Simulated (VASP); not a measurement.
Here is a VASP 6.6.1 calculation.

Contents of INCAR:

```
SYSTEM = BaTiO3
PREC = Accurate
ENCUT = 520
EDIFF = 1E-7
ISMEAR = 0
SIGMA = 0.1
LREAL = .False.
LASPH = .True.
NELM = 150
ALGO = Normal
ISIF = 2
LWAVE = .False.
LCHARG = .True.
ISPIN = 2
MAGMOM = 0 1 0 0 0
LORBIT = 11
LMAXMIX = 4
GGA = PE
LELF = .True.
LVHAR = .True.
NBANDS = 32
```

File KPOINTS:

```
regular mesh
0
Gamma
  6 6 4
  0 0 0
```

Contents of POSCAR:

```
BaTiO3
1.0
    4.9559174461      0.0000000033      0.0000000000
   -2.4779587259      4.2919504057      0.0000000000
    0.0000000000      0.0000000000      5.8217051617
Ba Ti O
1 1 3
Direct
    0.0000000000      0.0000000000      0.0000000000
    0.0000000000      0.0000000000      0.5000000000
    0.5000000000      0.0000000000      0.0000000000
    0.0000000000      0.5000000000      0.0000000000
    0.5000000000      0.5000000000      0.0000000000
```

Potentials or basis: VASP PAW PBE potentials, release 64 (Ba_sv, Ti_sv, O).

Command:

```console
$ cat potpaw_PBE.64/Ba_sv/POTCAR potpaw_PBE.64/Ti_sv/POTCAR potpaw_PBE.64/O/POTCAR > POTCAR
$ mpirun -np 1 vasp_std > vasp.out
```

Q: What does it give for the pressure?

A: 1.5 GPa.

Q: Predict the site moments.

A: Ba +0.01; Ti +0.00; O +0.04 μB.

Q: What does it give for the net moment?

A: 0.15 μB per cell.

Stress tensor (GPa, compression positive):
```
1.23 0.00 0.00
0.00 1.23 0.00
0.00 0.00 2.02
```
